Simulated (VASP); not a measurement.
# AlGa3N4 (Pm) in VASP: notebook

AlGa3N4 is run at these levels: PBEsol; tasks: single point.

All numbers are computed with VASP 6.6.1; they aren't measurements. Logs are shortened: lines on timing, memory, paths and dates and some standing lists are left out, and cuts for length are marked.

**1. The cell of the first run**

The structure is monoclinic, space group Pm (No. 6). Conventional cell: a = 4.988 Å, b = 3.070 Å, c = 5.478 Å, α = 90.00°, β = 90.03°, γ = 90.00°. Within 2.4 Å of Al (site symmetry m) lie 4 N at 1.84 to 1.89 Å. Ga (site symmetry m) has 4 N at 1.89 to 1.94 Å within 2.5 Å. Within 2.5 Å of Ga (site symmetry m) lie 4 N at 1.90 to 1.93 Å. Within 2.5 Å of Ga (site symmetry m) lie 4 N at 1.89 to 1.95 Å. Within 2.5 Å of N (site symmetry m) lie 1 Al at 1.89 Å and 3 Ga at 1.89 to 1.90 Å. N (site symmetry m) has 2 Al at 1.86 Å and 2 Ga at 1.90 to 1.95 Å within 2.5 Å. N (site symmetry m) has 4 Ga at 1.89 to 1.93 Å within 2.5 Å. N (site symmetry m) has 1 Al at 1.84 Å and 3 Ga at 1.90 to 1.94 Å within 2.4 Å.

**2. Single point, PBEsol (strain -0.030 along x and y, +0.000 along z)**

The input, INCAR:

```
ALGO = Normal
EDIFF = 1E-6
ENCUT = 520
GGA = PS
ISIF = 2
ISMEAR = 0
LASPH = T
LCHARG = F
LREAL = F
LWAVE = F
NBANDS = 41
NELM = 100
PREC = Accurate
SIGMA = 0.05
```

The input, KPOINTS:

```
k-points
0
Gamma
  6 8 6
```

The input, POSCAR:

```
AlGa3N4
1.0
    4.9880806634      0.0000000000      0.0001215027
    0.0000000000      3.0700352566      0.0000000000
   -0.0034781191      0.0000000000      5.4784941377
Al Ga N
1 3 4
Direct
    0.0006034227      0.5000000000      0.6673576245
    0.4991167030      0.5000000000      0.3349195796
    0.4990273845      0.0000000000      0.8315570005
    0.9998617813      0.0000000000      0.1661805284
    0.1196687538      0.5000000000      0.3400974154
    0.1176459792      0.0000000000      0.8263760592
    0.6204436392      0.0000000000      0.1662162869
    0.6312323464      0.5000000000      0.6672965055
```

Potentials or basis: VASP PAW PBE potentials, release 64 (Al, Ga_d, N).

On the command line:

```
> cat potpaw_PBE.64/Al/POTCAR potpaw_PBE.64/Ga_d/POTCAR potpaw_PBE.64/N/POTCAR > POTCAR
> mpirun -np 1 vasp_std > vasp.out
```

OUTCAR:

```text
EDIFF = 1E-6
   ENCUT = 520
   GGA = PS
   ISIF = 2
   ISMEAR = 0
   LASPH = T
   LREAL = F
   NELM = 100
   PREC = Accurate

 ion  position               nearest neighbor table
   1  0.001  0.500  0.667-   8 1.84   6 1.86   6 1.86   5 1.89   3 3.06   3 3.06   3 3.07   3 3.07
                             2 3.08   2 3.09   4 3.13   4 3.13
   2  0.499  0.500  0.335-   7 1.89   7 1.89   5 1.89   8 1.94   1 3.08   1 3.09
   3  0.499  0.000  0.832-   8 1.90   8 1.90   6 1.90   7 1.93   1 3.06   1 3.06   1 3.07   1 3.07

   4  1.000  0.000  0.166-   7 1.89   5 1.90   5 1.90   6 1.95   1 3.13   1 3.13
   5  0.120  0.500  0.340-   1 1.89   2 1.89   4 1.90   4 1.90
   6  0.118  0.000  0.826-   1 1.86   1 1.86   3 1.90   4 1.95
   7  0.620  0.000  0.166-   2 1.89   2 1.89   4 1.89   3 1.93
   8  0.631  0.500  0.667-   1 1.84   3 1.90   3 1.90   2 1.94

  LATTYP: Found a simple monoclinic cell.
 ALAT       =     4.9880806649
 B/A-ratio  =     0.6154742601
 C/A-ratio  =     1.0983172907
 COS(beta)  =    -0.0006105090

  Lattice vectors:

 A1 = (   4.9880806634,   0.0000000000,   0.0001215027)
 A2 = (   0.0000000000,   3.0700352566,   0.0000000000)
 A3 = (  -0.0034781191,   0.0000000000,   5.4784941377)

Analysis of symmetry for initial positions (statically):
=====================================================================
 Subroutine PRICEL returns:
 Original cell was already a primitive cell.

 Routine SETGRP: Setting up the symmetry group for a
 simple monoclinic supercell.

 Subroutine GETGRP returns: Found  2 space group operations
 (whereof  2 operations were pure point group operations)
 out of a pool of  4 trial point group operations.

The static configuration has the point symmetry C_1h.

Analysis of symmetry for dynamics (positions and initial velocities):
=====================================================================
 Subroutine PRICEL returns:
 Original cell was already a primitive cell.

 Routine SETGRP: Setting up the symmetry group for a
 simple monoclinic supercell.

 Subroutine GETGRP returns: Found  2 space group operations
 (whereof  2 operations were pure point group operations)
 out of a pool of  4 trial point group operations.

The dynamic configuration has the point symmetry C_1h.

 Subroutine INISYM returns: Found  2 space group operations
 (whereof  2 operations are pure point group operations),
 and found     1 'primitive' translations

----------------------------------------------------------------------------------------

                                     Primitive cell

  volume of cell :      83.8954

  direct lattice vectors                    reciprocal lattice vectors
     4.988080663  0.000000000  0.000121503     0.200477910  0.000000000  0.000127277
     0.000000000  3.070035257  0.000000000     0.000000000  0.325729158  0.000000000
    -0.003478119  0.000000000  5.478494138    -0.000004446  0.000000000  0.182531907

  length of vectors
     4.988080665  3.070035257  5.478495242     0.200477950  0.325729158  0.182531907

  position of ions in fractional coordinates (direct lattice)
     0.000603423  0.500000000  0.667357624
     0.499116703  0.500000000  0.334919580
     0.499027385  0.000000000  0.831557000
     0.999861781  0.000000000  0.166180528
     0.119668754  0.500000000  0.340097415
     0.117645979  0.000000000  0.826376059
     0.620443639  0.000000000  0.166216287
     0.631232346  0.500000000  0.667296505

  ion indices of the primitive-cell ions
   primitive index   ion index
                 1           1
                 2           2
                 3           3
                 4           4
                 5           5
                 6           6
                 7           7
                 8           8

----------------------------------------------------------------------------------------

 KPOINTS: k-points

Automatic generation of k-mesh.
 Grid dimensions read from file:
 generate k-points for:    6    8    6

 Generating k-lattice:

  Cartesian coordinates                     Fractional coordinates (reciprocal lattice)
     0.033412985  0.000000000  0.000021213     0.166666667  0.000000000  0.000000000
     0.000000000  0.040716145  0.000000000     0.000000000  0.125000000  0.000000000
    -0.000000741  0.000000000  0.030421985    -0.000000000  0.000000000  0.166666667

  Length of vectors
     0.033412992  0.040716145  0.030421985

  Shift w.r.t. Gamma in fractional coordinates (k-lattice)
     0.000000000  0.000000000  0.000000000

 Subroutine IBZKPT returns following result:
 ===========================================

 Found    100 irreducible k-points:

 Following reciprocal coordinates:
            Coordinates               Weight
  0.000000  0.000000  0.000000      1.000000
  0.166667  0.000000  0.000000      2.000000
  0.333333  0.000000 -0.000000      2.000000
  0.500000  0.000000 -0.000000      1.000000
  0.000000  0.125000  0.000000      2.000000
  0.166667  0.125000  0.000000      4.000000
[... 16 lines left out ...]
  0.333333  0.000000  0.166667      2.000000
  0.500000  0.000000  0.166667      2.000000
 [... further k-points ...]
   k-points           NKPTS =    100   k-points in BZ     NKDIM =    100   number of bands    NBANDS=     41
   number of dos      NEDOS =    301   number of ions     NIONS =      8
   total plane-waves  NPLWV =  40320
   dimension x,y,z NGX =    40 NGY =   24 NGZ =   42
   dimension x,y,z NGXF=    80 NGYF=   48 NGZF=   84
   ions per type =               1   3   4
   NGX,Y,Z   is equivalent  to a cutoff of  13.33, 13.00, 12.74 a.u.
   NGXF,Y,Z  is equivalent  to a cutoff of  26.66, 25.99, 25.49 a.u.
 SYSTEM =  unknown system
   PREC   = accura    normal or accurate (medium, high low for compatibility)
   ISTART =      0    job   : 0-new  1-cont  2-samecut
   ICHARG =      2    charge: 1-file 2-atom 10-const
   ISPIN  =      1    spin polarized calculation?
   LNONCOLLINEAR =      F non collinear calculations
   LSORBIT =      F    spin-orbit coupling
   LASPH  =      T    aspherical Exc in radial PAW
   ENCUT  =  520.0 eV  38.22 Ry    6.18 a.u.   9.27  5.71 10.19*2*pi/ulx,y,z
   NELM   =    100;   NELMIN=  2; NELMDL= -5     # of ELM steps
   EDIFF  = 0.1E-05   stopping-criterion for ELM
   LREAL  =      F    real-space projection
   EDIFFG = 0.1E-04   stopping-criterion for IOM
   NSW    =      0    number of steps for IOM
   IBRION =     -1    ionic relax: 0-MD 1-quasi-New 2-CG
   NFREE  =      0    steps in history (QN), initial steepest desc. (CG)
   ISIF   =      2    stress and relaxation
   ISYM   =      2    0-nonsym 1-usesym 2-fastsym
   POTIM  = 0.5000    time-step for ionic-motion
   TEBEG  =    0.0;   TEEND  =   0.0 temperature during run
   PSTRESS=    0.0 pullay stress
   NELECT =      62.0000    total number of electrons
   NUPDOWN=      -1.0000    fix difference up-down
   EMIN   =  10.00;   EMAX   =-10.00  energy-range for DOS
   EFERMI =   0.00;   METHOD = LEGACY
   ISMEAR =     0;   SIGMA  =   0.05  broadening in eV -4-tet -1-fermi 0-gaus
   EFERMI_NEDOS =   21; number of points for ismear=-14 and -15
   IALGO  =     38    algorithm
   IMIX   =      4    mixing-type and parameters
     AMIX     =   0.40;   BMIX     =  1.00
     AMIX_MAG =   1.60;   BMIX_MAG =  1.00
  volume/ion in A,a.u.               =      10.49        70.77
  Fermi-wavevector in a.u.,A,eV,Ry     =   1.480106  2.796994 29.806456  2.190713
  Thomas-Fermi vector in A             =   2.594181
   LORBIT       =      0    0 simple, 1 ext, 2 COOP (PROOUT), +10 PAW based schemes
   GGA     = PS    functional components
   LHFCALC =     F    Hartree Fock is set to
   AEXX    =    0.0000 exact exchange contribution
   IVDW    =     0    specifies the selected vdW correction
   LEPSILON=     F    determine dielectric tensor
   LRPA    =     F    only Hartree local field effects (RPA)
 non-spin polarized calculation
 Gauss-broadening in eV      SIGMA  =   0.05
  energy-cutoff  :      520.00
  volume of cell :       83.90
 maximum number of plane-waves:      2286
 NGX is ok and might be reduce to    40
   NGX = 19   NGY = 11   NGZ = 21

 number of electron      61.9999996 magnetization

 Free energy of the ion-electron system (eV)
  ---------------------------------------------------
  ext. energy  EPLUGINS =         0.00000000
  ---------------------------------------------------
  free energy    TOTEN  =       -54.75871939 eV

  energy without entropy =      -54.75871939  energy(sigma->0) =      -54.75871939

 E-fermi :   6.4032     XC(G=0): -12.0507

 val. band max:        6.1638485177   @ k =   0.0000   0.0000   0.0000
 cond. band min:       8.9128324527   @ k =   0.0000   0.0000   0.0000
 fundamental gap:      2.7489839350
 Fermi energy:         6.4032325342

 k-point     1 :       0.0000    0.0000    0.0000
  band No.  band energies     occupation
      1     -10.2402      2.00000
      2      -9.0831      2.00000
      3      -8.9010      2.00000
      4      -8.5396      2.00000
      5      -7.1876      2.00000
      6      -7.1674      2.00000
[... 33 lines left out ...]
     40      16.6623      0.00000
     41      17.1489      0.00000

 k-point     2 :       0.1667    0.0000    0.0000
  band No.  band energies     occupation
      1     -10.1414      2.00000
      2      -9.0852      2.00000
      3      -8.9089      2.00000
      4      -8.5491      2.00000
      5      -7.1872      2.00000
      6      -7.1646      2.00000
[... 33 lines left out ...]
     40      16.6961      0.00000
     41      16.9634      0.00000

 k-point     3 :       0.3333    0.0000   -0.0000
  band No.  band energies     occupation
      1      -9.8732      2.00000
      2      -9.1888      2.00000
      3      -8.8985      2.00000
      4      -8.5638      2.00000
      5      -7.1804      2.00000
      6      -7.1581      2.00000
[... 33 lines left out ...]
     40      16.4017      0.00000
     41      16.6932      0.00000

 k-point     4 :       0.5000    0.0000   -0.0000
  band No.  band energies     occupation
      1      -9.5984      2.00000
      2      -9.3984      2.00000
      3      -8.8793      2.00000
      4      -8.5683      2.00000
      5      -7.1814      2.00000
      6      -7.1541      2.00000
[... 825 lines left out ...]
     40      16.9201      0.00000
     41      17.0370      0.00000

 k-point    23 :       0.3333    0.0000    0.1667
  band No.  band energies     occupation
      1      -9.8068      2.00000
      2      -9.1582      2.00000
      3      -8.9371      2.00000
      4      -8.5887      2.00000
      5      -7.1807      2.00000
      6      -7.1470      2.00000
[... 33 lines left out ...]
     40      16.4920      0.00000
     41      16.7183      0.00000

 k-point    24 :       0.5000    0.0000    0.1667
  band No.  band energies     occupation
      1      -9.5460      2.00000
      2      -9.3473      2.00000
      3      -8.9076      2.00000
      4      -8.6013      2.00000
      5      -7.1741      2.00000
      6      -7.1428      2.00000
[... 33 lines left out ...]
     40      16.4343      0.00000
     41      16.7007      0.00000

 [... further k-points ...]
[... 5 lines left out ...]
  --------------------------------------------------------------------------------------
  -------------------------------------------------------------------------------------
  Total        9.3801464      8.6348688      2.8670536      0.0000000      0.0000000     -0.0263573
  in kB      179.1357069    164.9028976     54.7530558      0.0000000      0.0000000     -0.5033542
  external PRESSURE =     132.9305534 kB  Pullay stress =       0.0000000 kB

 VOLUME and BASIS-vectors are now :
 -----------------------------------------------------------------------------
  energy-cutoff  :      520.00
  volume of cell :       83.90
      direct lattice vectors                 reciprocal lattice vectors
     4.988080663  0.000000000  0.000121503     0.200477910  0.000000000  0.000127277
     0.000000000  3.070035257  0.000000000     0.000000000  0.325729158  0.000000000
    -0.003478119  0.000000000  5.478494138    -0.000004446  0.000000000  0.182531907

 POSITION                                       TOTAL-FORCE (eV/Angst)
 -----------------------------------------------------------------------------------
      0.00069      1.53502      3.65611         0.253001      0.000000     -0.289631
      2.48847      1.53502      1.83492         0.215182      0.000000      0.328578
      2.48630      0.00000      4.55574         0.178658      0.000000      0.308429
      4.98681      0.00000      0.91054         0.210945      0.000000     -0.322900
      0.59573      1.53502      1.86324        -0.236802      0.000000      0.353347
      0.58395      0.00000      4.52731        -0.185212      0.000000      0.346015
      3.09424      0.00000      0.91069        -0.206117      0.000000     -0.383148
      3.14632      1.53502      3.65586        -0.229655      0.000000     -0.340689
 -----------------------------------------------------------------------------------
    total drift:                                0.000490      0.000000     -0.000607

  FREE ENERGIE OF THE ION-ELECTRON SYSTEM (eV)
  ---------------------------------------------------
  free  energy   TOTEN  =       -54.7587193852 eV

  energy  without entropy=      -54.7587193852  energy(sigma->0) =      -54.75871939
```

Run time: 3.6 min. Hardware: 1 thread of Intel Xeon Platinum 8488C (Sapphire Rapids), shared host; peak memory 0.38 GiB.

What came out:

* Free energy: -54.7587 eV
* Pressure: 13.3 GPa
* Largest force: 0.435 eV/Å
* Band gap on the k mesh: 2.75 eV

Forces in eV/Å, atoms in the order of the input:
```
Al   0.253  0.000 -0.290
Ga   0.215  0.000  0.329
Ga   0.179  0.000  0.308
Ga   0.211  0.000 -0.323
N   -0.237  0.000  0.353
N   -0.185  0.000  0.346
N   -0.206  0.000 -0.383
N   -0.230  0.000 -0.341
```

Stress tensor (GPa, compression positive):
```
17.91  0.00 -0.05
 0.00 16.49  0.00
-0.05  0.00  5.48
```

Caveat: the cell differs from its parent crystal (strain -0.030 along x and y, +0.000 along z); the stress differs along the axes, from 5 to 18 GPa; the PAW data sets were made with another functional, which shifts forces and pressure a little. A k mesh can miss the band edges.

**3. Single point, PBEsol (strain -0.015 along x and y, -0.030 along z)**

The input, INCAR:

```
SYSTEM = AlGa3N4
PREC = Accurate ; ENCUT = 520
EDIFF = 1E-6 ; ISMEAR = 0
SIGMA = 0.05 ; LREAL = .FALSE.
LASPH = .TRUE. ; NELM = 60
ALGO = Normal ; ISIF = 2
LWAVE = .FALSE. ; LCHARG = .TRUE.
GGA = PS ; LELF = .TRUE.
LVHAR = .TRUE. ; NBANDS = 41
```

The input, KPOINTS:

```
Automatic mesh
0
G
  6 8 6
  0 0 0
```

POSCAR: that of step 2 with these lines changed.

```diff
@@ -2,5 +2,5 @@
 1.0
-    4.9880806634      0.0000000000      0.0001215027
-    0.0000000000      3.0700352566      0.0000000000
-   -0.0034781191      0.0000000000      5.4784941377
+    5.0652159314      0.0000000000      0.0001178576
+    0.0000000000      3.1175100286      0.0000000000
+   -0.0035319045      0.0000000000      5.3141393136
 Al Ga N
```

Potentials or basis: VASP PAW PBE potentials, release 64 (Al, Ga_d, N).

On the command line:

```
> cat potpaw_PBE.64/Al/POTCAR potpaw_PBE.64/Ga_d/POTCAR potpaw_PBE.64/N/POTCAR > POTCAR
> mpirun -np 1 vasp_std > vasp.out
```

Run time: 3.5 min. Hardware: 1 thread of Intel Xeon Platinum 8488C (Sapphire Rapids), shared host; peak memory 0.38 GiB.

Results (log left out):

```
Free energy            : -54.8068 eV
Pressure               : 13.1 GPa
Largest force          : 0.247 eV/Å
Band gap on the k mesh : 2.77 eV
```

Forces on the atoms (eV/Å):
```
Al  -0.096  0.000  0.201
Ga  -0.129  0.000 -0.159
Ga  -0.133  0.000 -0.206
Ga  -0.107  0.000  0.157
N    0.122  0.000 -0.214
N    0.095  0.000 -0.185
N    0.111  0.000  0.203
N    0.137  0.000  0.203
```

Stress tensor (GPa, compression positive):
```
10.64  0.00  0.01
 0.00 11.51  0.00
 0.01  0.00 17.15
```

Levels at points of the mesh, in eV from the valence-band top:
```tsv
k point	band 29	band 30	band 31	band 32	band 33	band 34
(0.00, 0.00, 0.00)	-0.14	-0.04	0.00	2.77	5.00	5.29
(0.50, 0.00, 0.00)	-0.75	-0.40	-0.33	4.50	4.67	4.99
(0.00, 0.50, 0.00)	-2.24	-1.97	-1.93	5.54	5.57	7.34
(0.50, 0.50, 0.00)	-1.64	-1.59	-1.59	5.91	6.09	6.18
(0.00, 0.00, 0.50)	-0.73	-0.63	-0.44	4.88	5.01	6.41
(0.50, 0.00, 0.50)	-1.34	-1.29	-1.23	5.50	5.59	5.68
(0.00, 0.50, 0.50)	-2.33	-1.04	-0.91	5.14	5.35	5.80
(0.50, 0.50, 0.50)	-1.84	-1.80	-1.80	4.50	4.56	4.68
```

Caveat: the cell differs from its parent crystal (strain -0.015 along x and y, -0.030 along z); the stress differs along the axes, from 11 to 17 GPa; the PAW data sets were made with another functional, which shifts forces and pressure a little. A k mesh can miss the band edges.
